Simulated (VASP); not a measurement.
Set up this calculation in VASP 6.6.1, as the native input.

- Task: single point
- Functional: PBE
- Potentials or basis: VASP PAW PBE potentials, release 64 (Al, N)
- Cutoff: 520 eV
- k mesh: 8 × 6 × 4
- Occupations: gaussian, width 0.05 eV
- Spin: no spin polarisation
- Dipole correction: no
- Further INCAR settings: ALGO = Normal; EDIFF = 1e-07; NBANDS = 26

The structure of AlN lies in POSCAR:

```
AlN
1.0
   -1.6567491617      2.8695737234      0.0000000000
    0.0000000000      0.0000000000      4.1874629526
    4.9702474850      2.8695737234      0.0000000000
Al N
4 4
Direct
    0.6697531577      0.7500000000      0.1725493520
    0.0000000000      0.7500000000      0.6666666667
    0.0000000000      0.2500000000      0.3333333333
    0.5000000000      0.2500000000      0.8333333333
    0.5000000000      0.2500000000      0.1666666667
    0.0000000000      0.2500000000      0.6666666667
    0.0000000000      0.7500000000      0.3333333333
    0.5000000000      0.7500000000      0.8333333333
```

This cell differs from its parent crystal: atom 1 (Al) moved by -0.252 Å along [1 0 0] and +0.504 Å along [1 2 0].

The input as run:

INCAR

```
ALGO     = Normal         # electronic algorithm
EDIFF    = 1E-7           # SCF threshold, eV
ENCUT    = 520            # plane-wave cutoff, eV
GGA      = PE             # functional
ISIF     = 2              # what is computed and relaxed
ISMEAR   = 0              # smearing method
LASPH    = T              # aspherical terms in the spheres
LCHARG   = F              # write CHGCAR
LREAL    = F              # projectors in reciprocal space
LWAVE    = F              # write WAVECAR
NBANDS   = 26             # bands
NELM     = 100            # most SCF steps
PREC     = Accurate       # precision mode
SIGMA    = 0.05           # smearing width, eV
```

KPOINTS

```
k-points
0
Gamma
  8 6 4
```

Potentials or basis: VASP PAW PBE potentials, release 64 (Al, N).

Command:

```console
$ cat potpaw_PBE.64/Al/POTCAR potpaw_PBE.64/N/POTCAR > POTCAR
$ mpirun -np 1 vasp_std > vasp.out
```

It gave:

```yaml
Pressure: 16.6 GPa
Largest_force: 22.359 eV/Å
Band_gap_on_the_k_mesh: 2.95 eV
```

Caveat: the cell differs from its parent crystal (atom 1 (Al) moved by -0.252 Å along [1 0 0] and +0.504 Å along [1 2 0]); the cell stands under pressure; forces of over 1 eV/Å act on the atoms, so gaps and moduli don't describe the material at rest.

Run time: 3.4 min on 1 thread of Intel Xeon 8259CL, with other jobs on the host, peak memory 0.26 GiB.
